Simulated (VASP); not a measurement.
# C (Imma) in VASP: relaxation of cell and atoms with PBE

Aim: the relaxation of cell and atoms of C with PBE.

Program: VASP 6.6.1. These are calculated values, not measurements. Logs are shortened: lines on timing, memory, paths and dates and some standing lists are left out, and cuts for length are marked.

## 1. The cell of the first run

Symmetry: Imma, No. 74, orthorhombic system. The conventional cell has a = 2.547 Å, b = 4.939 Å, c = 4.204 Å, α = 90.00°, β = 90.00°, γ = 90.00°. Within 2.0 Å of C (site symmetry m) lie 4 C at 1.50 to 1.61 Å.

The cell was built from a structure type or drawn by symmetry, and may not be a known phase.

## 2. Relaxation of cell and atoms, PBE

File INCAR:

```
PREC = Accurate
ENCUT = 600
EDIFF = 1E-6
ISMEAR = 0
SIGMA = 0.02
LREAL = F
LASPH = T
NELM = 60
ALGO = Normal
ISIF = 3
LWAVE = F
LCHARG = F
GGA = PE
IBRION = 2
NSW = 100
EDIFFG = -0.01
```

File KPOINTS:

```
regular mesh
0
Gamma
  10 10 10
```

File POSCAR:

```
C
1.0
   -1.2737045851      2.4697014388      2.1020484581
    1.2737045851     -2.4697014388      2.1020484581
    1.2737045851      2.4697014388     -2.1020484581
C
4
Direct
    0.9412644657      0.3541536514      0.5871108142
    0.7329571628      0.6458463486      0.0871108142
    0.0587355343      0.6458463486      0.4128891858
    0.2670428372      0.3541536514      0.9128891858
```

Potentials or basis: VASP PAW PBE potentials, release 64 (C).

Run with:

```console
> cat potpaw_PBE.64/C/POTCAR > POTCAR
> mpirun -np 1 vasp_std > vasp.out
```

OUTCAR:

```text
PREC = Accurate
   ENCUT = 600
   EDIFF = 1E-6
   ISMEAR = 0
   LREAL = F
   LASPH = T
   NELM = 60
   ISIF = 3
   GGA = PE
   IBRION = 2
   NSW = 100
   EDIFFG = -0.01

 ion  position               nearest neighbor table
   1  0.941  0.354  0.587-   3 1.50   2 1.55   2 1.55   4 1.61
   2  0.733  0.646  0.087-   4 1.50   1 1.55   1 1.55   3 1.61
   3  0.059  0.646  0.413-   1 1.50   4 1.55   4 1.55   2 1.61
   4  0.267  0.354  0.913-   2 1.50   3 1.55   3 1.55   1 1.61

  LATTYP: Found a body centered orthorhombic cell.
 ALAT       =     2.5474091702
 B/A-ratio  =     1.6503422243
 C/A-ratio  =     1.9389907736

  Lattice vectors:

 A1 = (   1.2737045851,  -2.4697014388,  -2.1020484581)
 A2 = (  -1.2737045851,  -2.4697014388,   2.1020484581)
 A3 = (  -1.2737045851,   2.4697014388,  -2.1020484581)

Analysis of symmetry for initial positions (statically):
=====================================================================
 Subroutine PRICEL returns:
 Original cell was already a primitive cell.

 Routine SETGRP: Setting up the symmetry group for a
 body centered orthorhombic supercell.

 Subroutine GETGRP returns: Found  8 space group operations
 (whereof  4 operations were pure point group operations)
 out of a pool of  8 trial point group operations.

The static configuration has the point symmetry C_2h.
 The point group associated with its full space group is D_2h.

Analysis of symmetry for dynamics (positions and initial velocities):
=====================================================================
 Subroutine PRICEL returns:
 Original cell was already a primitive cell.

 Routine SETGRP: Setting up the symmetry group for a
 body centered orthorhombic supercell.

 Subroutine GETGRP returns: Found  8 space group operations
 (whereof  4 operations were pure point group operations)
 out of a pool of  8 trial point group operations.

The dynamic configuration has the point symmetry C_2h.
 The point group associated with its full space group is D_2h.

 Subroutine INISYM returns: Found  8 space group operations
 (whereof  4 operations are pure point group operations),
 and found     1 'primitive' translations

----------------------------------------------------------------------------------------

                                     Primitive cell

  volume of cell :      26.4494

  direct lattice vectors                    reciprocal lattice vectors
    -1.273704585  2.469701439  2.102048458     0.000000000  0.202453621  0.237863213
     1.273704585 -2.469701439  2.102048458     0.392555704  0.000000000  0.237863213
     1.273704585  2.469701439 -2.102048458     0.392555704  0.202453621  0.000000000

  length of vectors
     3.484301406  3.484301406  3.484301406     0.312356170  0.458997700  0.441687049

  position of ions in fractional coordinates (direct lattice)
     0.941264466  0.354153651  0.587110814
     0.732957163  0.645846349  0.087110814
     0.058735534  0.645846349  0.412889186
     0.267042837  0.354153651  0.912889186

  ion indices of the primitive-cell ions
   primitive index   ion index
                 1           1
                 2           2
                 3           3
                 4           4

----------------------------------------------------------------------------------------

 KPOINTS: regular mesh

Automatic generation of k-mesh.
 Grid dimensions read from file:
 generate k-points for:   10   10   10

 Generating k-lattice:

  Cartesian coordinates                     Fractional coordinates (reciprocal lattice)
     0.000000000  0.020245362  0.023786321     0.100000000  0.000000000 -0.000000000
     0.039255570  0.000000000  0.023786321     0.000000000  0.100000000 -0.000000000
     0.039255570  0.020245362  0.000000000    -0.000000000  0.000000000  0.100000000

  Length of vectors
     0.031235617  0.045899770  0.044168705

  Shift w.r.t. Gamma in fractional coordinates (k-lattice)
     0.000000000  0.000000000  0.000000000

 Subroutine IBZKPT returns following result:
 ===========================================

 Found    171 irreducible k-points:

 Following reciprocal coordinates:
            Coordinates               Weight
  0.000000  0.000000  0.000000      1.000000
  0.100000 -0.000000  0.000000      4.000000
  0.200000 -0.000000  0.000000      4.000000
  0.300000  0.000000 -0.000000      4.000000
  0.400000  0.000000 -0.000000      4.000000
  0.500000 -0.000000  0.000000      2.000000
[... 16 lines left out ...]
 -0.400000  0.200000  0.000000      8.000000
 -0.300000  0.200000  0.000000      8.000000
 [... further k-points ...]
   k-points           NKPTS =    171   k-points in BZ     NKDIM =    171   number of bands    NBANDS=     12
   number of dos      NEDOS =    301   number of ions     NIONS =      4
   total plane-waves  NPLWV =  21952
   dimension x,y,z NGX =    28 NGY =   28 NGZ =   28
   dimension x,y,z NGXF=    56 NGYF=   56 NGZF=   56
   ions per type =               4
   NGX,Y,Z   is equivalent  to a cutoff of  13.36, 13.36, 13.36 a.u.
   NGXF,Y,Z  is equivalent  to a cutoff of  26.72, 26.72, 26.72 a.u.
 SYSTEM =  unknown system
   PREC   = accura    normal or accurate (medium, high low for compatibility)
   ISTART =      0    job   : 0-new  1-cont  2-samecut
   ICHARG =      2    charge: 1-file 2-atom 10-const
   ISPIN  =      1    spin polarized calculation?
   LNONCOLLINEAR =      F non collinear calculations
   LSORBIT =      F    spin-orbit coupling
   LASPH  =      T    aspherical Exc in radial PAW
   ENCUT  =  600.0 eV  44.10 Ry    6.64 a.u.   6.96  6.96  6.96*2*pi/ulx,y,z
   NELM   =     60;   NELMIN=  2; NELMDL= -5     # of ELM steps
   EDIFF  = 0.1E-05   stopping-criterion for ELM
   LREAL  =      F    real-space projection
   EDIFFG = -.1E-01   stopping-criterion for IOM
   NSW    =    100    number of steps for IOM
   IBRION =      2    ionic relax: 0-MD 1-quasi-New 2-CG
   NFREE  =      1    steps in history (QN), initial steepest desc. (CG)
   ISIF   =      3    stress and relaxation
   ISYM   =      2    0-nonsym 1-usesym 2-fastsym
   POTIM  = 0.5000    time-step for ionic-motion
   TEBEG  =    0.0;   TEEND  =   0.0 temperature during run
   PSTRESS=    0.0 pullay stress
   NELECT =      16.0000    total number of electrons
   NUPDOWN=      -1.0000    fix difference up-down
   EMIN   =  10.00;   EMAX   =-10.00  energy-range for DOS
   EFERMI =   0.00;   METHOD = LEGACY
   ISMEAR =     0;   SIGMA  =   0.02  broadening in eV -4-tet -1-fermi 0-gaus
   EFERMI_NEDOS =   21; number of points for ismear=-14 and -15
   IALGO  =     38    algorithm
   IMIX   =      4    mixing-type and parameters
     AMIX     =   0.40;   BMIX     =  1.00
     AMIX_MAG =   1.60;   BMIX_MAG =  1.00
  volume/ion in A,a.u.               =       6.61        44.62
  Fermi-wavevector in a.u.,A,eV,Ry     =   1.384553  2.616425 26.082185  1.916987
  Thomas-Fermi vector in A             =   2.509046
   LORBIT       =      0    0 simple, 1 ext, 2 COOP (PROOUT), +10 PAW based schemes
   GGA     = PE    functional components
   LHFCALC =     F    Hartree Fock is set to
   AEXX    =    0.0000 exact exchange contribution
   IVDW    =     0    specifies the selected vdW correction
   LEPSILON=     F    determine dielectric tensor
   LRPA    =     F    only Hartree local field effects (RPA)
 conjugate gradient relaxation of ions
 non-spin polarized calculation
 Gauss-broadening in eV      SIGMA  =   0.02
  energy-cutoff  :      600.00
  volume of cell :       26.45
 maximum number of plane-waves:       895
   NGX = 13   NGY = 13   NGZ = 13

--------------------------------------- Ionic step        1  -------------------------------------------

 number of electron      16.0000001 magnetization

 Free energy of the ion-electron system (eV)
  ---------------------------------------------------
  ext. energy  EPLUGINS =         0.00000000
  ---------------------------------------------------
  free energy    TOTEN  =       -34.93258753 eV

  energy without entropy =      -34.93258753  energy(sigma->0) =      -34.93258753

------------------------ aborting loop because EDIFF is reached ----------------------------------------

  FORCE on cell =-STRESS in cart. coord.  units (eV):
  Direction    XX          YY          ZZ          XY          YZ          ZX
  --------------------------------------------------------------------------------------
  -------------------------------------------------------------------------------------
  Total        0.0040984      0.0096471     -0.0205907      0.0000000      0.0000000      0.0000000
  in kB        0.2482624      0.5843755     -1.2472865      0.0000000      0.0000000      0.0000000
  external PRESSURE =      -0.1382162 kB  Pullay stress =       0.0000000 kB
[... 61 lines left out ...]
  energy  without entropy=      -34.9325345536  energy(sigma->0) =      -34.93253455

--------------------------------------- Ionic step        3  -------------------------------------------

 number of electron      16.0000001 magnetization

 Free energy of the ion-electron system (eV)
  ---------------------------------------------------
  ext. energy  EPLUGINS =         0.00000000
  ---------------------------------------------------
  free energy    TOTEN  =       -34.93259407 eV

  energy without entropy =      -34.93259407  energy(sigma->0) =      -34.93259407

 E-fermi :   8.1719     XC(G=0): -12.1001

 val. band max:        8.0084421284   @ k =   0.5000   0.5000   0.5000
 cond. band min:      10.7148298287   @ k =   0.0000   0.0000   0.0000
 fundamental gap:      2.7063877003
 Fermi energy:         8.1718762987

 k-point     1 :       0.0000    0.0000    0.0000
  band No.  band energies     occupation
      1     -13.1535      2.00000
      2      -3.0083      2.00000
      3      -2.5540      2.00000
      4      -1.4949      2.00000
      5       1.2087      2.00000
      6       4.0778      2.00000
      7       4.5526      2.00000
      8       6.7672      2.00000
      9      10.7148      0.00000
     10      12.4443      0.00000
     11      13.2711      0.00000
     12      15.9790      0.00000
[... 331 lines left out ...]
 k-point    24 :      -0.3000    0.2000    0.0000
  band No.  band energies     occupation
      1     -12.0423      2.00000
      2      -4.6514      2.00000
      3      -2.6953      2.00000
      4      -0.2366      2.00000
      5       0.6042      2.00000
      6       2.6933      2.00000
      7       3.7670      2.00000
      8       4.6222      2.00000
      9      11.1364      0.00000
     10      14.6286      0.00000
     11      15.9144      0.00000
     12      17.0430      0.00000

 [... further k-points ...]
[... 5 lines left out ...]
  --------------------------------------------------------------------------------------
  -------------------------------------------------------------------------------------
  Total       -0.0024743      0.0036690     -0.0113005      0.0000000      0.0000000      0.0000000
  in kB       -0.1498835      0.2222540     -0.6845456      0.0000000      0.0000000      0.0000000
  external PRESSURE =      -0.2040583 kB  Pullay stress =       0.0000000 kB
[... 19 lines left out ...]
  FREE ENERGIE OF THE ION-ELECTRON SYSTEM (eV)
  ---------------------------------------------------
  free  energy   TOTEN  =       -34.9325940716 eV

  energy  without entropy=      -34.9325940716  energy(sigma->0) =      -34.93259407

 reached required accuracy - stopping structural energy minimisation
```

It took 45 s on 1 thread of Intel Xeon 6975P-C (Granite Rapids), shared host; peak memory 0.18 GiB.

Results:

* Free energy: -34.9326 eV
* Energy gained by relaxing: 0.0 meV/atom
* Ionic steps: 3
* Pressure after relaxing: 0.0 GPa
* Band gap on the k mesh: 2.71 eV (least direct gap 3.95 eV)

Final structure:
```
C
1.0
    -1.27372    2.46977    2.10192
     1.27372   -2.46977    2.10192
     1.27372    2.46977   -2.10192
C
4
Direct
  0.94128 0.35419 0.58709
  0.73290 0.64581 0.08709
  0.05872 0.64581 0.41291
  0.26710 0.35419 0.91291
```

Levels at points of the mesh, in eV from the valence-band top:
| k point | band 4 | band 5 | band 6 | band 7 | band 8 | band 9 | band 10 | band 11 | band 12 |
| --- | --- | --- | --- | --- | --- | --- | --- | --- | --- |
| (0.00, 0.00, 0.00) | -9.50 | -6.80 | -3.93 | -3.46 | -1.24 | 2.71 | 4.44 | 5.26 | 7.97 |
| (0.50, 0.00, 0.00) | -7.42 | -5.43 | -4.59 | -2.33 | -2.25 | 3.00 | 5.59 | 6.85 | 8.76 |
| (0.00, 0.50, 0.00) | -9.94 | -8.55 | -7.52 | -3.64 | -1.91 | 5.64 | 6.09 | 7.57 | 8.85 |
| (0.50, 0.50, 0.00) | -10.40 | -7.38 | -7.38 | -4.44 | -4.44 | 5.48 | 5.48 | 8.77 | 8.77 |
| (0.50, 0.50, 0.50) | -8.79 | -6.63 | -1.64 | -0.47 | 0.00 | 4.64 | 5.75 | 7.98 | 9.13 |
